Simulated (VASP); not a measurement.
# MgSi4N2 (Immm) in VASP: notebook

Runs on MgSi4N2. Level: PBE. Tasks: single point.

All numbers are computed with VASP 6.6.1; they aren't measurements. Logs are shortened: lines on timing, memory, paths and dates and some standing lists are left out, and cuts for length are marked.

**1. The cell of the first run**

Symmetry: Immm, No. 71, orthorhombic system. The conventional cell has a = 3.562 Å, b = 6.599 Å, c = 8.985 Å, α = 90.00°, β = 90.00°, γ = 90.00°. Mg (site symmetry mmm) has 4 N at 2.27 Å within 3.0 Å. Si (site symmetry m) has 1 N at 1.75 Å within 2.3 Å. N (site symmetry m2m) has 2 Si at 1.75 Å and 2 Mg at 2.27 Å within 2.3 Å.

**2. Single point, PBE**

The input, INCAR:

```
PREC     = Accurate       # precision mode
ENCUT    = 520            # plane-wave cutoff, eV
EDIFF    = 1E-6           # SCF threshold, eV
ISMEAR   = 0              # smearing method
SIGMA    = 0.2            # smearing width, eV
LREAL    = F              # projectors in reciprocal space
LASPH    = T              # aspherical terms in the spheres
NELM     = 80             # most SCF steps
ALGO     = Normal         # electronic algorithm
ISIF     = 2              # what is computed and relaxed
LWAVE    = F              # write WAVECAR
LCHARG   = F              # write CHGCAR
GGA      = PE             # functional
NBANDS   = 23             # bands
```

The input, KPOINTS:

```
regular mesh
0
Gamma
  4 4 4
```

The input, POSCAR:

```
MgSi4N2
1.0
   -1.7811103432      3.2996582641      4.4926433965
    1.7811103432     -3.2996582641      4.4926433965
    1.7811103432      3.2996582641     -4.4926433965
Mg Si N
1 4 2
Direct
    0.0000000000      0.0000000000      0.0000000000
    0.4958464758      0.6781995886      0.8176468872
    0.5041535242      0.3218004114      0.1823531128
    0.8605527014      0.6781995886      0.1823531128
    0.1394472986      0.3218004114      0.8176468872
    0.7877105607      0.5000000000      0.2877105607
    0.2122894393      0.5000000000      0.7122894393
```

Potentials or basis: VASP PAW PBE potentials, release 64 (Mg, Si, N).

On the command line:

```console
cat potpaw_PBE.64/Mg/POTCAR potpaw_PBE.64/Si/POTCAR potpaw_PBE.64/N/POTCAR > POTCAR
mpirun -np 1 vasp_std > vasp.out
```

OUTCAR:

```text
PREC = Accurate
   ENCUT = 520
   EDIFF = 1E-6
   ISMEAR = 0
   LREAL = F
   LASPH = T
   NELM = 80
   ISIF = 2
   GGA = PE

 ion  position               nearest neighbor table
   1  0.000  0.000  0.000-   7 2.27   6 2.27   7 2.27   6 2.27   5 3.13   4 3.13   3 3.13   2 3.13
                             5 3.18   2 3.18   4 3.18   5 3.18   2 3.18   3 3.18   3 3.18   4 3.18
   2  0.496  0.678  0.818-   7 1.75   3 2.37   3 2.37   4 2.41   1 3.13   1 3.18   1 3.18
   3  0.504  0.322  0.182-   6 1.75   2 2.37   2 2.37   5 2.41   1 3.13   1 3.18   1 3.18
   4  0.861  0.678  0.182-   6 1.75   5 2.37   5 2.37   2 2.41   1 3.13   1 3.18   1 3.18
   5  0.139  0.322  0.818-   7 1.75   4 2.37   4 2.37   3 2.41   1 3.13   1 3.18   1 3.18
   6  0.788  0.500  0.288-   4 1.75   3 1.75   1 2.27   1 2.27
   7  0.212  0.500  0.712-   5 1.75   2 1.75   1 2.27   1 2.27

  LATTYP: Found a body centered orthorhombic cell.
 ALAT       =     3.5622206864
 B/A-ratio  =     1.8525849769
 C/A-ratio  =     2.5223835310

  Lattice vectors:

 A1 = (  -1.7811103432,   3.2996582641,   4.4926433965)
 A2 = (   1.7811103432,  -3.2996582641,   4.4926433965)
 A3 = (   1.7811103432,   3.2996582641,  -4.4926433965)

Analysis of symmetry for initial positions (statically):
=====================================================================
 Subroutine PRICEL returns:
 Original cell was already a primitive cell.

 Routine SETGRP: Setting up the symmetry group for a
 body centered orthorhombic supercell.

 Subroutine GETGRP returns: Found  8 space group operations
 (whereof  8 operations were pure point group operations)
 out of a pool of  8 trial point group operations.

The static configuration has the point symmetry D_2h.

Analysis of symmetry for dynamics (positions and initial velocities):
=====================================================================
 Subroutine PRICEL returns:
 Original cell was already a primitive cell.

 Routine SETGRP: Setting up the symmetry group for a
 body centered orthorhombic supercell.

 Subroutine GETGRP returns: Found  8 space group operations
 (whereof  8 operations were pure point group operations)
 out of a pool of  8 trial point group operations.

The dynamic configuration has the point symmetry D_2h.

 Subroutine INISYM returns: Found  8 space group operations
 (whereof  8 operations are pure point group operations),
 and found     1 'primitive' translations

----------------------------------------------------------------------------------------

                                     Primitive cell

  volume of cell :     105.6141

  direct lattice vectors                    reciprocal lattice vectors
    -1.781110343  3.299658264  4.492643397     0.000000000  0.151530843  0.111293053
     1.781110343 -3.299658264  4.492643397     0.280723764  0.000000000  0.111293053
     1.781110343  3.299658264 -4.492643397     0.280723764  0.151530843  0.000000000

  length of vectors
     5.851832482  5.851832482  5.851832482     0.188009947  0.301980091  0.319010076

  position of ions in fractional coordinates (direct lattice)
     0.000000000  0.000000000  0.000000000
     0.495846476  0.678199589  0.817646887
     0.504153524  0.321800411  0.182353113
     0.860552701  0.678199589  0.182353113
     0.139447299  0.321800411  0.817646887
     0.787710561  0.500000000  0.287710561
     0.212289439  0.500000000  0.712289439

  ion indices of the primitive-cell ions
   primitive index   ion index
                 1           1
                 2           2
                 3           3
                 4           4
                 5           5
                 6           6
                 7           7

----------------------------------------------------------------------------------------

 KPOINTS: regular mesh

Automatic generation of k-mesh.
 Grid dimensions read from file:
 generate k-points for:    4    4    4

 Generating k-lattice:

  Cartesian coordinates                     Fractional coordinates (reciprocal lattice)
     0.000000000  0.037882711  0.027823263     0.250000000  0.000000000 -0.000000000
     0.070180941  0.000000000  0.027823263     0.000000000  0.250000000  0.000000000
     0.070180941  0.037882711  0.000000000    -0.000000000  0.000000000  0.250000000

  Length of vectors
     0.047002487  0.075495023  0.079752519

  Shift w.r.t. Gamma in fractional coordinates (k-lattice)
     0.000000000  0.000000000  0.000000000

 Subroutine IBZKPT returns following result:
 ===========================================

 Found     18 irreducible k-points:

 Following reciprocal coordinates:
            Coordinates               Weight
  0.000000  0.000000  0.000000      1.000000
  0.250000  0.000000  0.000000      4.000000
  0.500000  0.000000  0.000000      2.000000
 -0.000000  0.250000  0.000000      4.000000
  0.250000  0.250000  0.000000      8.000000
  0.500000  0.250000  0.000000      8.000000
[... 10 lines left out ...]
 -0.250000 -0.250000  0.250000      2.000000
  0.500000  0.500000  0.500000      1.000000
   k-points           NKPTS =     18   k-points in BZ     NKDIM =     18   number of bands    NBANDS=     23
   number of dos      NEDOS =    301   number of ions     NIONS =      7
   total plane-waves  NPLWV = 110592
   dimension x,y,z NGX =    48 NGY =   48 NGZ =   48
   dimension x,y,z NGXF=    96 NGYF=   96 NGZF=   96
   ions per type =               1   4   2
   NGX,Y,Z   is equivalent  to a cutoff of  13.64, 13.64, 13.64 a.u.
   NGXF,Y,Z  is equivalent  to a cutoff of  27.27, 27.27, 27.27 a.u.
 SYSTEM =  unknown system
   PREC   = accura    normal or accurate (medium, high low for compatibility)
   ISTART =      0    job   : 0-new  1-cont  2-samecut
   ICHARG =      2    charge: 1-file 2-atom 10-const
   ISPIN  =      1    spin polarized calculation?
   LNONCOLLINEAR =      F non collinear calculations
   LSORBIT =      F    spin-orbit coupling
   LASPH  =      T    aspherical Exc in radial PAW
   ENCUT  =  520.0 eV  38.22 Ry    6.18 a.u.  10.88 10.88 10.88*2*pi/ulx,y,z
   NELM   =     80;   NELMIN=  2; NELMDL= -5     # of ELM steps
   EDIFF  = 0.1E-05   stopping-criterion for ELM
   LREAL  =      F    real-space projection
   EDIFFG = 0.1E-04   stopping-criterion for IOM
   NSW    =      0    number of steps for IOM
   IBRION =     -1    ionic relax: 0-MD 1-quasi-New 2-CG
   NFREE  =      0    steps in history (QN), initial steepest desc. (CG)
   ISIF   =      2    stress and relaxation
   ISYM   =      2    0-nonsym 1-usesym 2-fastsym
   POTIM  = 0.5000    time-step for ionic-motion
   TEBEG  =    0.0;   TEEND  =   0.0 temperature during run
   PSTRESS=    0.0 pullay stress
   NELECT =      28.0000    total number of electrons
   NUPDOWN=      -1.0000    fix difference up-down
   EMIN   =  10.00;   EMAX   =-10.00  energy-range for DOS
   EFERMI =   0.00;   METHOD = LEGACY
   ISMEAR =     0;   SIGMA  =   0.20  broadening in eV -4-tet -1-fermi 0-gaus
   EFERMI_NEDOS =   21; number of points for ismear=-14 and -15
   IALGO  =     38    algorithm
   IMIX   =      4    mixing-type and parameters
     AMIX     =   0.40;   BMIX     =  1.00
     AMIX_MAG =   1.60;   BMIX_MAG =  1.00
  volume/ion in A,a.u.               =      15.09       101.82
  Fermi-wavevector in a.u.,A,eV,Ry     =   1.051688  1.987402 15.048693  1.106048
  Thomas-Fermi vector in A             =   2.186741
   LORBIT       =      0    0 simple, 1 ext, 2 COOP (PROOUT), +10 PAW based schemes
   GGA     = PE    functional components
   LHFCALC =     F    Hartree Fock is set to
   AEXX    =    0.0000 exact exchange contribution
   IVDW    =     0    specifies the selected vdW correction
   LEPSILON=     F    determine dielectric tensor
   LRPA    =     F    only Hartree local field effects (RPA)
 non-spin polarized calculation
 Gauss-broadening in eV      SIGMA  =   0.20
  energy-cutoff  :      520.00
  volume of cell :      105.61
 maximum number of plane-waves:      2860
 NGX is ok and might be reduce to    48

 number of electron      28.0000001 magnetization

 Free energy of the ion-electron system (eV)
  ---------------------------------------------------
  ext. energy  EPLUGINS =         0.00000000
  ---------------------------------------------------
  free energy    TOTEN  =       -41.91163836 eV

  energy without entropy =      -41.89048034  energy(sigma->0) =      -41.90105935

 E-fermi :   6.6348     XC(G=0):  -9.8694

 val. band max:        6.6246864129   @ k =   0.5000  -0.2500   0.2500
 cond. band min:       6.7694434177   @ k =   0.5000   0.5000   0.5000
 fundamental gap:      0.1447570048
 Fermi energy:         6.6347533003

 k-point     1 :       0.0000    0.0000    0.0000
  band No.  band energies     occupation
      1     -10.1155      2.00000
      2      -9.2636      2.00000
      3      -3.7849      2.00000
      4      -3.4828      2.00000
      5      -1.9888      2.00000
      6      -0.1574      2.00000
[... 15 lines left out ...]
     22      10.6360      0.00000
     23      13.2349      0.00000

 k-point     2 :       0.2500    0.0000    0.0000
  band No.  band energies     occupation
      1      -9.9987      2.00000
      2      -9.3813      2.00000
      3      -4.0224      2.00000
      4      -3.8037      2.00000
      5      -1.3491      2.00000
      6      -0.0290      2.00000
[... 15 lines left out ...]
     22      11.5895      0.00000
     23      12.9721      0.00000

 k-point     3 :       0.5000    0.0000    0.0000
  band No.  band energies     occupation
      1      -9.7783      2.00000
      2      -9.6031      2.00000
      3      -4.2329      2.00000
      4      -4.0101      2.00000
      5      -0.6011      2.00000
      6       0.4240      2.00000
[... 15 lines left out ...]
     22      12.3925      0.00000
     23      12.4077      0.00000
[... 339 lines left out ...]
 k-point    17 :      -0.2500   -0.2500    0.2500
  band No.  band energies     occupation
      1      -9.9719      2.00000
      2      -9.3717      2.00000
      3      -4.7258      2.00000
      4      -3.0623      2.00000
      5      -1.5735      2.00000
      6       0.2338      2.00000
[... 15 lines left out ...]
     22      11.7277      0.00000
     23      12.6465      0.00000

 k-point    18 :       0.5000    0.5000    0.5000
  band No.  band energies     occupation
      1      -9.8065      2.00000
      2      -9.4707      2.00000
      3      -5.4697      2.00000
      4      -1.8334      2.00000
      5      -1.3521      2.00000
      6      -1.0669      2.00000
[... 15 lines left out ...]
     22      12.4218      0.00000
     23      13.1850      0.00000

------------------------ aborting loop because EDIFF is reached ----------------------------------------

  FORCE on cell =-STRESS in cart. coord.  units (eV):
  Direction    XX          YY          ZZ          XY          YZ          ZX
  --------------------------------------------------------------------------------------
  -------------------------------------------------------------------------------------
  Total       -0.0954628     -0.0545927      0.1878664      0.0000000      0.0000000      0.0000000
  in kB       -1.4481818     -0.8281774      2.8499547      0.0000000      0.0000000      0.0000000
  external PRESSURE =       0.1911985 kB  Pullay stress =       0.0000000 kB

 VOLUME and BASIS-vectors are now :
 -----------------------------------------------------------------------------
  energy-cutoff  :      520.00
  volume of cell :      105.61
      direct lattice vectors                 reciprocal lattice vectors
    -1.781110343  3.299658264  4.492643397     0.000000000  0.151530843  0.111293053
     1.781110343 -3.299658264  4.492643397     0.280723764  0.000000000  0.111293053
     1.781110343  3.299658264 -4.492643397     0.280723764  0.151530843  0.000000000

 POSITION                                       TOTAL-FORCE (eV/Angst)
 -----------------------------------------------------------------------------------
      0.00000      0.00000      0.00000         0.000000      0.000000      0.000000
      1.78111      2.09625      1.60117         0.000000     -0.020533     -0.002393
      0.00000      1.20341      2.89147        -0.000000      0.020533      0.002393
      0.00000      1.20341      6.09382        -0.000000      0.020533     -0.002393
      1.78111      2.09625     -1.60117         0.000000     -0.020533      0.002393
      0.00000      1.89869      4.49264        -0.000000      0.032882     -0.000000
      1.78111      1.40097      0.00000        -0.000000     -0.032882      0.000000
 -----------------------------------------------------------------------------------
    total drift:                               -0.000000      0.000000      0.000000

  FREE ENERGIE OF THE ION-ELECTRON SYSTEM (eV)
  ---------------------------------------------------
  free  energy   TOTEN  =       -41.9116383616 eV

  energy  without entropy=      -41.8904803358  energy(sigma->0) =      -41.90105935
```

Run time: 32 s. Hardware: 1 thread of Intel Xeon 6975P-C (Granite Rapids), shared host; peak memory 0.33 GiB.

Results:

| Property | Result |
| --- | --- |
| Free energy | -41.9116 eV |
| Pressure | 0.0 GPa |
| Largest force | 0.033 eV/Å |
| Band gap on the k mesh | zero (band 14 reaches 7.42 eV, above the bottom of band 15 at 6.53 eV) |

Forces on the atoms (eV/Å):
```
Mg   0.000  0.000  0.000
Si   0.000 -0.021 -0.002
Si   0.000  0.021  0.002
Si   0.000  0.021 -0.002
Si   0.000 -0.021  0.002
N    0.000  0.033  0.000
N    0.000 -0.033  0.000
```

Stress tensor (GPa, compression positive):
```
-0.14  0.00  0.00
 0.00 -0.08  0.00
 0.00  0.00  0.28
```

Caveat: the k points lie up to 0.50 Å⁻¹ apart.

**3. Single point, PBE**

This run uses another cell than the first one, of the same volume but with other edges.

The input, INCAR:

```
SYSTEM = MgSi4N2
PREC     = Accurate       ! precision mode
ENCUT    = 520            ! plane-wave cutoff, eV
EDIFF    = 1E-7           ! SCF threshold, eV
ISMEAR   = 0              ! smearing method
SIGMA    = 0.2            ! smearing width, eV
LREAL    = .False.        ! projectors in reciprocal space
LASPH    = .True.         ! aspherical terms in the spheres
NELM     = 60             ! most SCF steps
ALGO     = Normal         ! electronic algorithm
ISIF     = 2              ! what is computed and relaxed
LWAVE    = .False.        ! write WAVECAR
LCHARG   = .True.         ! write CHGCAR
GGA      = PE             ! functional
LELF     = .True.         ! ELF
LVHAR    = .True.       
NBANDS   = 23             ! bands
```

The input, KPOINTS:

```
regular mesh
0
Gamma
  6 6 6
  0 0 0
```

The input, POSCAR:

```
MgSi4N2
1.0
   -3.5618512617      0.0000000000      0.0000000000
   -1.7809256308     -3.2979746457      4.4949909817
   -1.7809256308      3.2979746457      4.4949909817
Mg Si N
1 4 2
Direct
    0.0000000000      0.0000000000      0.0000000000
    0.3218250185      0.8609663840      0.4953835791
    0.6781749815      0.1390336160      0.5046164209
    0.3218250185      0.4953835791      0.8609663840
    0.6781749815      0.5046164209      0.1390336160
    0.5000000000      0.2113093249      0.7886906751
    0.5000000000      0.7886906751      0.2113093249
```

Potentials or basis: VASP PAW PBE potentials, release 64 (Mg, Si, N).

On the command line:

```console
cat potpaw_PBE.64/Mg/POTCAR potpaw_PBE.64/Si/POTCAR potpaw_PBE.64/N/POTCAR > POTCAR
mpirun -np 1 vasp_std > vasp.out
```

Run time: 56 s. Hardware: 1 thread of Intel Xeon 6975P-C (Granite Rapids), shared host; peak memory 0.29 GiB.

Results (log left out):

| Item | Value |
| --- | --- |
| Free energy | -41.9505 eV |
| Pressure | -0.1 GPa |
| Largest force | 0.030 eV/Å |
| Band gap on the k mesh | zero (band 14 reaches 7.42 eV, above the bottom of band 15 at 5.92 eV) |

Forces on the atoms (eV/Å):
```
Mg   0.000  0.000  0.000
Si   0.000 -0.012 -0.027
Si   0.000  0.012  0.027
Si   0.000  0.012 -0.027
Si   0.000 -0.012  0.027
N    0.000 -0.017  0.000
N    0.000  0.017  0.000
```

Stress tensor (GPa, compression positive):
```
-0.49  0.00  0.00
 0.00  0.05  0.00
 0.00  0.00  0.01
```

Levels at points of the mesh, in eV from the Fermi level:
```tsv
k point	band 12	band 13	band 14	band 15	band 16	band 17
(0.00, 0.00, 0.00)	-1.43	-1.27	0.90	1.38	1.41	3.10
(0.50, 0.00, 0.00)	-2.89	-2.58	-2.38	0.62	1.09	2.89
(0.00, 0.50, 0.00)	-2.12	-0.20	-0.06	0.57	0.60	2.43
(0.50, 0.50, 0.00)	-3.61	-2.70	-1.00	0.83	0.94	2.14
(0.00, 0.50, 0.50)	-1.79	-1.58	-0.02	0.24	1.92	2.02
```
